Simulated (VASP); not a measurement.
# InSe (P-6m2) in VASP: single point with PBE

Aim: the single point of InSe with PBE.

Everything below comes from runs of VASP 6.6.1. Logs are shortened: lines on timing, memory, paths and dates and some standing lists are left out, and cuts for length are marked.

### 1 The cell of the first run

It takes space group P-6m2 (No. 187, hexagonal). Conventional cell: a = 4.090 Å, b = 4.090 Å, c = 18.403 Å, α = 90.00°, β = 90.00°, γ = 120.00°. In (site symmetry 3m) has 3 Se at 2.68 Å and 1 In at 2.83 Å within 3.5 Å. Within 3.6 Å of In (site symmetry 3m) lie 3 Se at 2.73 Å and 1 In at 3.04 Å. Within 3.6 Å of Se (site symmetry 3m) lie 3 In at 2.73 Å. Within 3.5 Å of Se (site symmetry 3m) lie 3 In at 2.68 Å.

### 2 Single point, PBE (atoms displaced along a vibrational mode)

File INCAR:

```
SYSTEM = InSe
PREC = Accurate ; ENCUT = 520
EDIFF = 1E-6 ; ISMEAR = 0
SIGMA = 0.05 ; LREAL = .False.
LASPH = .True. ; NELM = 80
ALGO = Normal ; ISIF = 2
LWAVE = .False. ; LCHARG = .False.
GGA = PE ; NBANDS = 48
```

File KPOINTS:

```
Automatic mesh
0
Gamma
  12 12 2
  0 0 0
```

File POSCAR:

```
InSe
1.0
    4.0896281733      0.0000000000      0.0000000000
   -2.0448140866      3.5417218901      0.0000000000
    0.0000000000      0.0000000000     18.4030146391
In Se
4 4
Direct
    0.3333333333      0.6666666667      0.1732278351
    0.6666666667      0.3333333333      0.6672710923
    0.3333333333      0.6666666667      0.3267721649
    0.6666666667      0.3333333333      0.8327289077
    0.3333333333      0.6666666667      0.5933017236
    0.6666666667      0.3333333333      0.1041856841
    0.3333333333      0.6666666667      0.9066982764
    0.6666666667      0.3333333333      0.3958143159
```

Potentials or basis: VASP PAW PBE potentials, release 64 (In_d, Se).

The run is started by

```bash
> cat potpaw_PBE.64/In_d/POTCAR potpaw_PBE.64/Se/POTCAR > POTCAR
> mpirun -np 1 vasp_std > vasp.out
```

OUTCAR:

```text
SYSTEM = InSe
   PREC = Accurate
   ENCUT = 520
   EDIFF = 1E-6
   ISMEAR = 0
   LREAL = .False.
   LASPH = .True.
   NELM = 80
   ISIF = 2
   GGA = PE

 ion  position               nearest neighbor table
   1  0.333  0.667  0.173-   6 2.68   6 2.68   6 2.68   3 2.83
   2  0.667  0.333  0.667-   5 2.73   5 2.73   5 2.73   4 3.04
   3  0.333  0.667  0.327-   8 2.68   8 2.68   8 2.68   1 2.83
   4  0.667  0.333  0.833-   7 2.73   7 2.73   7 2.73   2 3.04
   5  0.333  0.667  0.593-   2 2.73   2 2.73   2 2.73
   6  0.667  0.333  0.104-   1 2.68   1 2.68   1 2.68
   7  0.333  0.667  0.907-   4 2.73   4 2.73   4 2.73
   8  0.667  0.333  0.396-   3 2.68   3 2.68   3 2.68

  LATTYP: Found a hexagonal cell.
 ALAT       =     4.0896281733
 C/A-ratio  =     4.4999236750

  Lattice vectors:

 A1 = (   4.0896281733,   0.0000000000,   0.0000000000)
 A2 = (  -2.0448140866,   3.5417218901,   0.0000000000)
 A3 = (   0.0000000000,   0.0000000000,  18.4030146391)

Analysis of symmetry for initial positions (statically):
=====================================================================
 Subroutine PRICEL returns:
 Original cell was already a primitive cell.

 Routine SETGRP: Setting up the symmetry group for a
 hexagonal supercell.

 Subroutine GETGRP returns: Found 12 space group operations
 (whereof  6 operations were pure point group operations)
 out of a pool of 24 trial point group operations.

The static configuration has the point symmetry C_3v.
 The point group associated with its full space group is D_3h.

Analysis of symmetry for dynamics (positions and initial velocities):
=====================================================================
 Subroutine PRICEL returns:
 Original cell was already a primitive cell.

 Routine SETGRP: Setting up the symmetry group for a
 hexagonal supercell.

 Subroutine GETGRP returns: Found 12 space group operations
 (whereof  6 operations were pure point group operations)
 out of a pool of 24 trial point group operations.

The dynamic configuration has the point symmetry C_3v.
 The point group associated with its full space group is D_3h.

 Subroutine INISYM returns: Found 12 space group operations
 (whereof  6 operations are pure point group operations),
 and found     1 'primitive' translations

[... 101 lines left out ...]
   LNONCOLLINEAR =      F non collinear calculations
   LSORBIT =      F    spin-orbit coupling
   LASPH  =      T    aspherical Exc in radial PAW
   ENCUT  =  520.0 eV  38.22 Ry    6.18 a.u.   7.60  7.60 34.22*2*pi/ulx,y,z
   NELM   =     80;   NELMIN=  2; NELMDL= -5     # of ELM steps
   EDIFF  = 0.1E-05   stopping-criterion for ELM
   LREAL  =      F    real-space projection
   EDIFFG = 0.1E-04   stopping-criterion for IOM
   NSW    =      0    number of steps for IOM
   IBRION =     -1    ionic relax: 0-MD 1-quasi-New 2-CG
   NFREE  =      0    steps in history (QN), initial steepest desc. (CG)
   ISIF   =      2    stress and relaxation
   ISYM   =      2    0-nonsym 1-usesym 2-fastsym
   POTIM  = 0.5000    time-step for ionic-motion
   TEBEG  =    0.0;   TEEND  =   0.0 temperature during run
   PSTRESS=    0.0 pullay stress
   NELECT =      76.0000    total number of electrons
   NUPDOWN=      -1.0000    fix difference up-down
   EMIN   =  10.00;   EMAX   =-10.00  energy-range for DOS
   EFERMI =   0.00;   METHOD = LEGACY
   ISMEAR =     0;   SIGMA  =   0.05  broadening in eV -4-tet -1-fermi 0-gaus
   EFERMI_NEDOS =   21; number of points for ismear=-14 and -15
   IALGO  =     38    algorithm
   IMIX   =      4    mixing-type and parameters
     AMIX     =   0.40;   BMIX     =  1.00
     AMIX_MAG =   1.60;   BMIX_MAG =  1.00
  volume/ion in A,a.u.               =      33.32       224.85
  Fermi-wavevector in a.u.,A,eV,Ry     =   1.077499  2.036178 15.796425  1.161004
  Thomas-Fermi vector in A             =   2.213413
   LORBIT       =      0    0 simple, 1 ext, 2 COOP (PROOUT), +10 PAW based schemes
   GGA     = PE    functional components
   LHFCALC =     F    Hartree Fock is set to
   AEXX    =    0.0000 exact exchange contribution
   IVDW    =     0    specifies the selected vdW correction
   LEPSILON=     F    determine dielectric tensor
   LRPA    =     F    only Hartree local field effects (RPA)
 non-spin polarized calculation
 Gauss-broadening in eV      SIGMA  =   0.05
  energy-cutoff  :      520.00
  volume of cell :      266.56
 maximum number of plane-waves:      7251
   NGX = 15   NGY = 15   NGZ = 69

 number of electron      76.0000026 magnetization

 Free energy of the ion-electron system (eV)
  ---------------------------------------------------
  ext. energy  EPLUGINS =         0.00000000
  ---------------------------------------------------
  free energy    TOTEN  =       -28.31240804 eV

  energy without entropy =      -28.31240804  energy(sigma->0) =      -28.31240804

 E-fermi :   2.8736     XC(G=0):  -8.2706

 val. band max:        2.6460450088   @ k =   0.0000   0.0000   0.0000
 cond. band min:       3.2399711585   @ k =   0.0000   0.0000   0.0000
 fundamental gap:      0.5939261497
 Fermi energy:         2.8735870498

 k-point     1 :       0.0000    0.0000    0.0000
  band No.  band energies     occupation
      1     -11.7791      2.00000
      2     -11.6085      2.00000
      3     -11.6085      2.00000
      4     -11.5994      2.00000
      5     -11.5336      2.00000
      6     -11.5336      2.00000
[... 1213 lines left out ...]
     47       7.4551      0.00000
     48       7.5101      0.00000

 [... further k-points ...]
[... 5 lines left out ...]
  --------------------------------------------------------------------------------------
  -------------------------------------------------------------------------------------
  Total       -0.9156027     -0.9156027     -3.4532633     -0.0000000      0.0000000     -0.0000000
  in kB       -5.5033915     -5.5033915    -20.7564474     -0.0000000      0.0000000     -0.0000000
  external PRESSURE =     -10.5877435 kB  Pullay stress =       0.0000000 kB

 VOLUME and BASIS-vectors are now :
 -----------------------------------------------------------------------------
  energy-cutoff  :      520.00
  volume of cell :      266.56
      direct lattice vectors                 reciprocal lattice vectors
     4.089628173  0.000000000  0.000000000     0.244521007  0.141174269  0.000000000
    -2.044814087  3.541721890  0.000000000     0.000000000  0.282348539  0.000000000
     0.000000000  0.000000000 18.403014639     0.000000000  0.000000000  0.054338923

 POSITION                                       TOTAL-FORCE (eV/Angst)
 -----------------------------------------------------------------------------------
     -0.00000      2.36115      3.18791         0.000000     -0.000000      0.018328
      2.04481      1.18057     12.27980         0.000000      0.000000      0.177110
     -0.00000      2.36115      6.01359        -0.000000     -0.000000     -0.018328
      2.04481      1.18057     15.32472         0.000000      0.000000     -0.177110
     -0.00000      2.36115     10.91854        -0.000000     -0.000000      0.540660
      2.04481      1.18057      1.91733        -0.000000     -0.000000     -0.011077
     -0.00000      2.36115     16.68598        -0.000000     -0.000000     -0.540660
      2.04481      1.18057      7.28418         0.000000     -0.000000      0.011077
 -----------------------------------------------------------------------------------
    total drift:                                0.000000     -0.000000      0.000000

  FREE ENERGIE OF THE ION-ELECTRON SYSTEM (eV)
  ---------------------------------------------------
  free  energy   TOTEN  =       -28.3124080373 eV

  energy  without entropy=      -28.3124080373  energy(sigma->0) =      -28.31240804
```

OSZICAR:

```text
N       E                     dE             d eps       ncg     rms          rms(c)
DAV:   1     0.760309610470E+03    0.76031E+03   -0.33581E+04  3656   0.169E+03
DAV:   2     0.860875949991E+02   -0.67422E+03   -0.65306E+03  3656   0.444E+02
DAV:   3    -0.217030652917E+02   -0.10779E+03   -0.10457E+03  4376   0.188E+02
DAV:   4    -0.289796774965E+02   -0.72766E+01   -0.72169E+01  4392   0.485E+01
DAV:   5    -0.292476622100E+02   -0.26798E+00   -0.26788E+00  4576   0.971E+00    0.917E+00
DAV:   6    -0.283117508639E+02    0.93591E+00   -0.14848E+00  4728   0.160E+01    0.538E+00
DAV:   7    -0.283158880002E+02   -0.41371E-02   -0.96897E-01  4960   0.492E+00    0.143E+00
DAV:   8    -0.283087114831E+02    0.71765E-02   -0.86601E-02  5272   0.275E+00    0.103E+00
DAV:   9    -0.283114461538E+02   -0.27347E-02   -0.18635E-02  4184   0.589E-01    0.317E-01
DAV:  10    -0.283120399721E+02   -0.59382E-03   -0.16455E-03  5744   0.265E-01    0.179E-01
DAV:  11    -0.283124047082E+02   -0.36474E-03   -0.87894E-04  3992   0.213E-01    0.813E-02
DAV:  12    -0.283123936192E+02    0.11089E-04   -0.67198E-05  5520   0.664E-02    0.229E-02
DAV:  13    -0.283124024819E+02   -0.88627E-05   -0.12992E-05  4248   0.186E-02    0.140E-02
DAV:  14    -0.283124075414E+02   -0.50595E-05   -0.52096E-06  2992   0.126E-02    0.261E-03
DAV:  15    -0.283124080373E+02   -0.49589E-06   -0.16176E-06  3216   0.704E-03
   1 F= -.28312408E+02 E0= -.28312408E+02  d E =-.112709E-12
```

stdout:

```text
POSCAR found type information on POSCAR InSe
 POSCAR found :  2 types and       8 ions
 scaLAPACK will be used
 LDA part: xc-table for (Slater+PW92), standard interpolation
 POSCAR, INCAR and KPOINTS ok, starting setup
 FFT: planning ... GRIDC
 FFT: planning ... GRID_SOFT
 FFT: planning ... GRID
 WAVECAR not read
 entering main loop
```

It took 6.9 min on 1 thread of AMD EPYC 7R13 (Zen 3), shared host; peak memory 0.53 GiB.

What came out:

* Free energy: -28.3124 eV
* Pressure: -1.1 GPa
* Largest force: 0.541 eV/Å
* Band gap on the k mesh: 0.59 eV

Forces in eV/Å, atoms in the order of the input:
```
In   0.000  0.000  0.018
In   0.000  0.000  0.177
In   0.000  0.000 -0.018
In   0.000  0.000 -0.177
Se   0.000  0.000  0.541
Se   0.000  0.000 -0.011
Se   0.000  0.000 -0.541
Se   0.000  0.000  0.011
```

Stress tensor (GPa, compression positive):
```
-0.55  0.00  0.00
 0.00 -0.55  0.00
 0.00  0.00 -2.08
```

Caveat: the cell differs from its parent crystal (atoms displaced along a vibrational mode); spin-orbit coupling is left out, which moves the levels of the heavy elements; this functional lacks dispersion, which binds the layers, so the pressure and a relaxed spacing across them are unreliable. A k mesh can miss the band edges.
